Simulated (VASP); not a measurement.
## Mo: single point with PBEsol

Mo:

```xyz
1
Lattice="-1.5647 1.5647 1.5647 1.5647 -1.5647 1.5647 1.5647 1.5647 -1.5647" Properties=species:S:1:pos:R:3 pbc="T T T"
Mo    0.0000    0.0000    0.0000
```

```yaml
Program: VASP 6.6.1
Task: single point
Functional: PBEsol
Potentials_or_basis: VASP PAW PBE potentials, release 64 (Mo_sv)
Cutoff: 520 eV
k_mesh: 19 × 19 × 19
Occupations: fermi-dirac, width 0.05 eV
Spin: no spin polarisation
```

* Pressure: 0.6 GPa
* Band gap on the k mesh: zero (band 7 reaches 16.72 eV, above the bottom of band 8 at 11.38 eV)

Levels at points of the mesh, in eV from the Fermi level:
| k point | band 4 | band 5 | band 6 | band 7 | band 8 | band 9 | band 10 | band 11 |
| --- | --- | --- | --- | --- | --- | --- | --- | --- |
| (0.00, 0.00, 0.00) | -34.46 | -7.37 | -1.43 | -1.43 | -1.43 | 1.66 | 1.66 | 14.81 |

Run time: 12 s on 1 thread of Intel(R) Xeon(R) 6975P-C (Granite Rapids), with other jobs on the host, peak memory 0.16 GiB.

Caveat: the PAW data sets were made with another functional, which shifts forces and pressure a little.
